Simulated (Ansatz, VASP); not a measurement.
# HPt6 in VASP and in Ansatz

INCAR

```
PREC = Accurate
ENCUT = 520
EDIFF = 1E-6
ISMEAR = 0
SIGMA = 0.1
LREAL = False
LASPH = True
NELM = 60
ALGO = Normal
ISIF = 2
LWAVE = False
LCHARG = True
LDIPOL = True
IDIPOL = 3
DIPOL = 0.5 0.5 0.301
GGA = PE
LELF = True
LVHAR = True
LVACPOTAV = True
NBANDS = 74
```

The input KPOINTS:

```
Automatic mesh
0
Gamma
  5 5 1
```

The input POSCAR:

```
HPt6
1.0
    5.6143281343      0.0000000000      0.0000000000
    0.0000000000      5.6143281343      0.0000000000
    0.0000000000      0.0000000000     21.8513792319
Pt H
12 2
Direct
    0.2500000000      0.2500000000      0.1830548066
    0.2500000000      0.7500000000      0.1830548066
    0.7500000000      0.2500000000      0.1830548066
    0.7500000000      0.7500000000      0.1830548066
    0.0000000000      0.0000000000      0.2712126041
    0.0000000000      0.5000000000      0.2712126041
    0.5000000000      0.0000000000      0.2712126041
    0.5000000000      0.5000000000      0.2712126041
    0.2500000000      0.2500000000      0.3593081768
    0.2500000000      0.7500000000      0.3593081768
    0.7500000000      0.2500000000      0.3593081768
    0.7500000000      0.7500000000      0.3593081768
   -0.0667933885      0.0000000000      0.4782938011
    0.0667933885      0.0000000000      0.4782938011
```

Input for Ansatz:

```yaml
crystal:
  lattice:
    - [5.6143281343, 0.0, 0.0]
    - [0.0, 5.6143281343, 0.0]
    - [0.0, 0.0, 21.8513792319]
  atoms:
    - { symbol: Pt, position: [0.25, 0.25, 0.1830548066] }
    - { symbol: Pt, position: [0.25, 0.75, 0.1830548066] }
    - { symbol: Pt, position: [0.75, 0.25, 0.1830548066] }
    - { symbol: Pt, position: [0.75, 0.75, 0.1830548066] }
    - { symbol: Pt, position: [0.0, 0.0, 0.2712126041] }
    - { symbol: Pt, position: [0.0, 0.5, 0.2712126041] }
    - { symbol: Pt, position: [0.5, 0.0, 0.2712126041] }
    - { symbol: Pt, position: [0.5, 0.5, 0.2712126041] }
    - { symbol: Pt, position: [0.25, 0.25, 0.3593081768] }
    - { symbol: Pt, position: [0.25, 0.75, 0.3593081768] }
    - { symbol: Pt, position: [0.75, 0.25, 0.3593081768] }
    - { symbol: Pt, position: [0.75, 0.75, 0.3593081768] }
    - { symbol: H, position: [-0.0667933885, 0.0, 0.4782938011] }
    - { symbol: H, position: [0.0667933885, 0.0, 0.4782938011] }
basis:
  ecutwfc: 420
kpoints:
  mp_grid: { grid: [5, 5, 1] }
hamiltonian:
  xc: pbe
  pseudopotentials: { kind: paw, azcp: { folder: soft_1 } }
scf:
  occupations: { method: gaussian, width: 0.1 }
output:
  forces: true
  eigenvalues: true
  write_density: true
  write_potential: true
  elf: true
  volumetric_format: npy
efield:
  axis: 3
  dipole_correction: true
  ramp_width: 0.04
```

Alike in both runs: task single point; functional PBE; k mesh 5 × 5 × 1; occupations gaussian, width 0.1 eV; no spin polarisation.

|  | VASP | Ansatz |
| --- | --- | --- |
| version | VASP 6.6.1 | Ansatz 0.2.0 |
| potentials or method | VASP PAW PBE potentials, release 64 (Pt, H), cutoff 520 eV | scalar-relativistic, plane waves, PAW |
| valence electrons in the cell | 122 | 218 |

```csv
,VASP,Ansatz,Ansatz less VASP
gap on the k mesh at the Fermi level (eV),none,none,-
rms of the force components (eV/Å),0.038,0.042,+0.0032
"work function, face that differs most (eV)",5.69,5.69,+0.001
```

Atom by atom the forces differ by 0.010 eV/Å (rms over components). A gap of «none» marks a metal or a gap that the smearing closes. VASP's potentials hold 122 valence electrons a cell and Ansatz's 218, so a difference there can come from the potentials and not from the codes. Ansatz's warnings: xc potential rough in thin density.

Spin-orbit coupling is off throughout.
